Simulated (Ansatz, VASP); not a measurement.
# In in VASP and in Ansatz

```
CELL_PARAMETERS angstrom
-1.76419 1.76419 1.76419
1.76419 -1.76419 1.76419
1.76419 1.76419 -1.76419
ATOMIC_POSITIONS crystal
In 0.00000 0.00000 0.00000
```

Change from the starting cell: volume scaled by 0.85, PAW files.

Alike in both runs: task single point; functional PBEsol; k mesh 16 × 16 × 16; occupations fermi-dirac, width 0.1 eV; no spin polarisation.

|  | VASP | Ansatz |
| --- | --- | --- |
| version | VASP 6.6.1 | Ansatz 0.2.0 |
| potentials or method | VASP PAW PBE potentials, release 64 (In_d) | PAW with Ansatz's default frozen-core files, scalar-relativistic |
| plane-wave cutoff (eV) | 520 | 420 |
| valence electrons in the cell | 13 | 13 |

```tsv
	VASP	Ansatz	Ansatz less VASP
pressure (GPa)	10.8	10.8	+0.03
```

VASP's potentials were made for PBE, not for PBEsol. The functional is the same, so the differences come from potentials, cutoffs and numerics.
